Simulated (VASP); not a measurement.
# GaN (Fm-3m) in VASP: a series of runs, part 2 of 2

VASP 6.6.1. The steps go on from the part before.

### 3 Single point, RPBE+D4 (volume scaled by 0.96)

Input file INCAR:

```
SYSTEM = GaN
PREC = Accurate ; ENCUT = 520
EDIFF = 1E-6 ; ISMEAR = 0
SIGMA = 0.05 ; LREAL = .False.
LASPH = .True. ; NELM = 100
ALGO = Normal ; ISIF = 2
LWAVE = .False. ; LCHARG = .False.
GGA = RP ; IVDW = 13
NBANDS = 16
```

Input file KPOINTS:

```
Automatic mesh
0
Gamma
  10 10 10
  0 0 0
```

Input file POSCAR:

```
GaN
1.0
    0.0000000000      2.0696885014      2.0696885014
    2.0696885014      0.0000000000      2.0696885014
    2.0696885014      2.0696885014      0.0000000000
Ga N
1 1
Direct
    0.5000000000      0.5000000000      0.5000000000
    0.0000000000      0.0000000000      0.0000000000
```

Potentials or basis: VASP PAW PBE potentials, release 64 (Ga_d, N).

Launch:

```bash
cat potpaw_PBE.64/Ga_d/POTCAR potpaw_PBE.64/N/POTCAR > POTCAR
mpirun -np 1 vasp_std > vasp.out
```

Run time: 25 s. Hardware: 1 thread of Intel Xeon Platinum 8488C (Sapphire Rapids), shared host; peak memory 0.14 GiB.

Results (log left out):

* Free energy: -12.1891 eV
* Pressure: 11.4 GPa
* Band gap on the k mesh: 1.12 eV, indirect (least direct gap 3.58 eV)
* Dispersion energy per atom: -1.013 eV

Levels at points of the mesh, in eV from the valence-band top:
| k point | band 7 | band 8 | band 9 | band 10 | band 11 | band 12 |
| --- | --- | --- | --- | --- | --- | --- |
| (0.00, 0.00, 0.00) | -0.55 | -0.55 | -0.55 | 3.03 | 15.12 | 15.12 |
| (0.50, 0.00, 0.00) | -8.52 | -0.14 | -0.14 | 5.02 | 9.56 | 9.56 |
| (0.50, 0.50, 0.00) | -7.58 | -3.24 | -3.24 | 1.12 | 7.93 | 12.68 |

Caveat: the cell differs from its parent crystal (volume scaled by 0.96); the PAW data sets were made with another functional, which shifts forces and pressure a little. A k mesh can miss the band edges.

### 4 Single point, revPBE+D4

This run uses another cell than the first one, of 9.24 Å³/atom, 1.021 times its volume.

Input file INCAR:

```
SYSTEM = GaN
PREC = Accurate
ENCUT = 520
EDIFF = 1E-7
ISMEAR = 0
SIGMA = 0.05
LREAL = .FALSE.
LASPH = .TRUE.
NELM = 80
ALGO = Normal
ISIF = 2
LWAVE = .FALSE.
LCHARG = .TRUE.
GGA = RE
IVDW = 13
LELF = .TRUE.
LVHAR = .TRUE.
NBANDS = 16
```

Input file KPOINTS:

```
Automatic mesh
0
G
  10 10 10
  0 0 0
```

Input file POSCAR:

```
GaN
1.0
    0.0000000000      2.0983601889      2.0983601889
    2.0983601889      0.0000000000      2.0983601889
    2.0983601889      2.0983601889      0.0000000000
Ga N
1 1
Direct
    0.5000000000      0.5000000000      0.5000000000
    0.0000000000      0.0000000000      0.0000000000
```

Potentials or basis: VASP PAW PBE potentials, release 64 (Ga_d, N).

Launch:

```bash
cat potpaw_PBE.64/Ga_d/POTCAR potpaw_PBE.64/N/POTCAR > POTCAR
mpirun -np 1 vasp_std > vasp.out
```

OUTCAR:

```text
SYSTEM = GaN
   PREC = Accurate
   ENCUT = 520
   EDIFF = 1E-7
   ISMEAR = 0
   LREAL = .FALSE.
   LASPH = .TRUE.
   NELM = 80
   ISIF = 2
   GGA = RE
   IVDW = 13

 ion  position               nearest neighbor table
   1  0.500  0.500  0.500-   2 2.10   2 2.10   2 2.10   2 2.10   2 2.10   2 2.10
   2  0.000  0.000  0.000-   1 2.10   1 2.10   1 2.10   1 2.10   1 2.10   1 2.10

  LATTYP: Found a face centered cubic cell.
 ALAT       =     4.1967203778

  Lattice vectors:

 A1 = (   0.0000000000,   2.0983601889,   2.0983601889)
 A2 = (   2.0983601889,   0.0000000000,   2.0983601889)
 A3 = (   2.0983601889,   2.0983601889,   0.0000000000)

Analysis of symmetry for initial positions (statically):
=====================================================================
 Subroutine PRICEL returns:
 Original cell was already a primitive cell.

 Routine SETGRP: Setting up the symmetry group for a
 face centered cubic supercell.

 Subroutine GETGRP returns: Found 48 space group operations
 (whereof 48 operations were pure point group operations)
 out of a pool of 48 trial point group operations.

The static configuration has the point symmetry O_h .

Analysis of symmetry for dynamics (positions and initial velocities):
[... 163 lines left out ...]
 cond. band min:       9.0598026727   @ k =   0.5000   0.5000   0.0000
 fundamental gap:      0.8269001089
 Fermi energy:         8.5268535012

 k-point     1 :       0.0000    0.0000    0.0000
  band No.  band energies     occupation
      1      -9.2852      2.00000
      2      -5.7252      2.00000
      3      -5.7252      2.00000
      4      -5.7252      2.00000
      5      -5.6262      2.00000
      6      -5.6262      2.00000
[... 433 lines left out ...]
      3      -5.5860      2.00000
      4      -5.5359      2.00000
      5      -5.4791      2.00000
      6      -4.5349      2.00000
[... 8 lines left out ...]
     15      33.3218      0.00000
     16      34.8409      0.00000

 [... further k-points ...]

------------------------ aborting loop because EDIFF is reached ----------------------------------------

  DFT-D4 for vdW energy calculation

  Edisp (eV):   -1.73189

  FORCE on cell =-STRESS in cart. coord.  units (eV):
  Direction    XX          YY          ZZ          XY          YZ          ZX
  --------------------------------------------------------------------------------------
  -------------------------------------------------------------------------------------
  Total       0.08031     0.08031     0.08031     0.00000     0.00000     0.00000
  in kB       6.96360     6.96360     6.96360     0.00000     0.00000     0.00000
  external pressure =        6.96 kB  Pullay stress =        0.00 kB

 VOLUME and BASIS-vectors are now :
 -----------------------------------------------------------------------------
  energy-cutoff  :      520.00
  volume of cell :       18.48
      direct lattice vectors                 reciprocal lattice vectors
     0.000000000  2.098360189  2.098360189    -0.238281303  0.238281303  0.238281303
     2.098360189  0.000000000  2.098360189     0.238281303 -0.238281303  0.238281303
     2.098360189  2.098360189  0.000000000     0.238281303  0.238281303 -0.238281303

 POSITION                                       TOTAL-FORCE (eV/Angst)
 -----------------------------------------------------------------------------------
      2.09836      2.09836      2.09836        -0.000000      0.000000      0.000000
      0.00000      0.00000      0.00000         0.000000     -0.000000      0.000000
 -----------------------------------------------------------------------------------
    total drift:                                0.000000     -0.000000      0.000000

  FREE ENERGIE OF THE ION-ELECTRON SYSTEM (eV)
  ---------------------------------------------------
  free  energy   TOTEN  =       -12.1538367729 eV

  energy  without entropy=      -12.1538367729  energy(sigma->0) =      -12.15383677
```

Run time: 25 s. Hardware: 1 thread of Intel Xeon Platinum 8488C (Sapphire Rapids), shared host; peak memory 0.14 GiB.

Results:

| Property | Result |
| --- | --- |
| Free energy | -12.1538 eV |
| Pressure | 0.7 GPa |
| Band gap on the k mesh | 0.83 eV, indirect (least direct gap 3.03 eV) |
| Dispersion energy per atom | -0.866 eV |

Levels at points of the mesh, in eV from the valence-band top:
| k point | band 6 | band 7 | band 8 | band 9 | band 10 | band 11 | band 12 | band 13 |
| --- | --- | --- | --- | --- | --- | --- | --- | --- |
| (0.00, 0.00, 0.00) | -13.86 | -0.50 | -0.50 | -0.50 | 2.53 | 14.87 | 14.87 | 14.87 |
| (0.50, 0.00, 0.00) | -13.72 | -8.31 | -0.15 | -0.15 | 4.83 | 9.30 | 9.30 | 9.80 |
| (0.50, 0.50, 0.00) | -10.95 | -7.25 | -3.09 | -3.09 | 0.83 | 7.88 | 12.23 | 14.89 |

Caveat: the PAW data sets were made with another functional, which shifts forces and pressure a little.

### 5 Single point, revPBE+D4

This run uses another cell than the first one, of 9.23 Å³/atom, 1.020 times its volume.

Input file INCAR:

```
ALGO     = Normal         # electronic algorithm
EDIFF    = 1E-6           # SCF threshold, eV
ENCUT    = 520            # plane-wave cutoff, eV
GGA      = RE             # functional
ISIF     = 2              # what is computed and relaxed
ISMEAR   = 0              # smearing method
IVDW     = 13             # dispersion correction
LASPH    = True           # aspherical terms in the spheres
LCHARG   = False          # write CHGCAR
LREAL    = False          # projectors in reciprocal space
LWAVE    = False          # write WAVECAR
NBANDS   = 16             # bands
NELM     = 100            # most SCF steps
PREC     = Accurate       # precision mode
SIGMA    = 0.05           # smearing width, eV
```

Input file KPOINTS:

```
k-points
0
Gamma
  10 10 10
```

Input file POSCAR:

```
GaN
1.0
    0.0000000000      2.0977425113      2.0977425113
    2.0977425113      0.0000000000      2.0977425113
    2.0977425113      2.0977425113      0.0000000000
Ga N
1 1
Direct
    0.5000000000      0.5000000000      0.5000000000
    0.0000000000      0.0000000000      0.0000000000
```

Potentials or basis: VASP PAW PBE potentials, release 64 (Ga_d, N).

Launch:

```bash
cat potpaw_PBE.64/Ga_d/POTCAR potpaw_PBE.64/N/POTCAR > POTCAR
mpirun -np 1 vasp_std > vasp.out
```

OUTCAR:

```text
EDIFF = 1E-6
   ENCUT = 520
   GGA = RE
   ISIF = 2
   ISMEAR = 0
   IVDW = 13
   LASPH = True
   LREAL = False
   NELM = 100
   PREC = Accurate

 ion  position               nearest neighbor table
   1  0.500  0.500  0.500-   2 2.10   2 2.10   2 2.10   2 2.10   2 2.10   2 2.10
   2  0.000  0.000  0.000-   1 2.10   1 2.10   1 2.10   1 2.10   1 2.10   1 2.10

  LATTYP: Found a face centered cubic cell.
 ALAT       =     4.1954850226

  Lattice vectors:

 A1 = (   0.0000000000,   2.0977425113,   2.0977425113)
 A2 = (   2.0977425113,   0.0000000000,   2.0977425113)
 A3 = (   2.0977425113,   2.0977425113,   0.0000000000)

Analysis of symmetry for initial positions (statically):
=====================================================================
 Subroutine PRICEL returns:
 Original cell was already a primitive cell.

 Routine SETGRP: Setting up the symmetry group for a
 face centered cubic supercell.

 Subroutine GETGRP returns: Found 48 space group operations
 (whereof 48 operations were pure point group operations)
 out of a pool of 48 trial point group operations.

The static configuration has the point symmetry O_h .

[... 161 lines left out ...]
 E-fermi :   8.5411     XC(G=0): -13.0907

 val. band max:        8.2441665930   @ k =  -0.2000   0.2000   0.0000
 cond. band min:       9.0767430775   @ k =   0.5000   0.5000   0.0000
 fundamental gap:      0.8325764845
 Fermi energy:         8.5410573916

 k-point     1 :       0.0000    0.0000    0.0000
  band No.  band energies     occupation
      1      -9.2829      2.00000
      2      -5.7136      2.00000
      3      -5.7136      2.00000
      4      -5.7136      2.00000
      5      -5.6144      2.00000
      6      -5.6144      2.00000
[... 433 lines left out ...]
      3      -5.5742      2.00000
      4      -5.5239      2.00000
      5      -5.4669      2.00000
      6      -4.5247      2.00000
[... 8 lines left out ...]
     15      33.3452      0.00000
     16      34.8670      0.00000

 [... further k-points ...]

------------------------ aborting loop because EDIFF is reached ----------------------------------------

  DFT-D4 for vdW energy calculation

  Edisp (eV):   -1.73350

  FORCE on cell =-STRESS in cart. coord.  units (eV):
  Direction    XX          YY          ZZ          XY          YZ          ZX
  --------------------------------------------------------------------------------------
  -------------------------------------------------------------------------------------
  Total       0.10493     0.10493     0.10493     0.00000     0.00000    -0.00000
  in kB       9.10549     9.10549     9.10549     0.00000     0.00000    -0.00000
  external pressure =        9.11 kB  Pullay stress =        0.00 kB

 VOLUME and BASIS-vectors are now :
 -----------------------------------------------------------------------------
  energy-cutoff  :      520.00
  volume of cell :       18.46
      direct lattice vectors                 reciprocal lattice vectors
     0.000000000  2.097742511  2.097742511    -0.238351465  0.238351465  0.238351465
     2.097742511  0.000000000  2.097742511     0.238351465 -0.238351465  0.238351465
     2.097742511  2.097742511  0.000000000     0.238351465  0.238351465 -0.238351465

 POSITION                                       TOTAL-FORCE (eV/Angst)
 -----------------------------------------------------------------------------------
      2.09774      2.09774      2.09774        -0.000000      0.000000      0.000000
      0.00000      0.00000      0.00000         0.000000     -0.000000     -0.000000
 -----------------------------------------------------------------------------------
    total drift:                                0.000000     -0.000000      0.000000

  FREE ENERGIE OF THE ION-ELECTRON SYSTEM (eV)
  ---------------------------------------------------
  free  energy   TOTEN  =       -12.1537530809 eV

  energy  without entropy=      -12.1537530809  energy(sigma->0) =      -12.15375308
```

It took 14 s on 1 thread of Intel Xeon 8259CL, shared host; peak memory 0.14 GiB.

Results:

```yaml
Free_energy: -12.1538 eV
Pressure: 0.9 GPa
Band_gap_on_the_k_mesh: 0.83 eV, indirect (least direct gap 3.04 eV)
Dispersion_energy_per_atom: -0.867 eV
```

Caveat: the PAW data sets were made with another functional, which shifts forces and pressure a little. As with any semilocal functional, this revPBE gap is likely too small.

### 6 Summary

```tsv
level	cell	gap on the mesh (eV)	pressure (GPa)
RPBE+D4	a = 2.947 Å, angles 60.0°, 2 atoms	0.99	5.9
RPBE+D4	a = 2.927 Å, angles 60.0°, 2 atoms	1.12	11.4
revPBE+D4	a = 2.968 Å, angles 60.0°, 2 atoms	0.83	0.7
revPBE+D4	a = 2.967 Å, angles 60.0°, 2 atoms	0.83	0.9
```

Alike in all rows: task single point; potentials or basis VASP PAW PBE potentials, release 64 (Ga_d, N); no spin polarisation; k mesh 10 × 10 × 10; cutoff (eV) 520; smearing gaussian 0.05 eV.

Caveats: the PAW data sets were made with another functional, which shifts forces and pressure a little.

Total energies depend on the potentials used, so only differences within one code and one set of settings carry meaning.
